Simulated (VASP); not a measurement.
Crystal: BaTiO3.

```xyz
5
Lattice="2.8274 1.6324 2.3184 -2.8274 1.6324 2.3184 0.0000 -3.2648 2.3184" Properties=species:S:1:pos:R:3 pbc="T T T"
Ba    0.0000    0.0000    0.0000
Ti    0.0000    0.0000    3.3698
O     0.0000    1.6033    2.3988
O    -1.3885   -0.8017    2.3988
O     1.3885   -0.8017    2.3988
```

Base run:

* Program: VASP 6.6.1
* Functional: PBEsol
* Potentials or basis: VASP PAW PBE potentials, release 64 (Ba_sv, Ti_sv, O_h)
* Cutoff: 910 eV
* k mesh: 6 × 6 × 6
* Occupations: gaussian, width 0.01 eV
* Spin: no spin polarisation

Its results: band gap on the k mesh 2.34 eV, indirect (least direct gap 2.74 eV); pressure 0.2 GPa; largest force 0.123 eV/Å.

Question: The run is repeated on the same cell with these changes: potentials or basis from VASP PAW PBE potentials, release 64 (Ba_sv, Ti_sv, O_h) to VASP PAW PBE potentials, release 64 (Ba_sv, Ti_sv, O); cutoff from 910 eV to 520 eV; further incar settings from ALGO = Normal; EDIFF = 1e-06; NBANDS = 28 to ALGO = Normal; EDIFF = 1e-07; NBANDS = 28. What comes out?

Answer: Band gap on the k mesh 2.34 eV, indirect (least direct gap 2.74 eV); pressure 0.6 GPa; largest force 0.142 eV/Å.

Caveats: the PAW data sets were made with another functional, which shifts forces and pressure a little; spin-orbit coupling is left out, which moves the levels of the heavy elements; the cutoff is under 1.25 times the usual one of these potentials, so pressure, stress and relaxed cells hold a basis-set (Pulay) error (some runs).

A k mesh can miss the band edges.
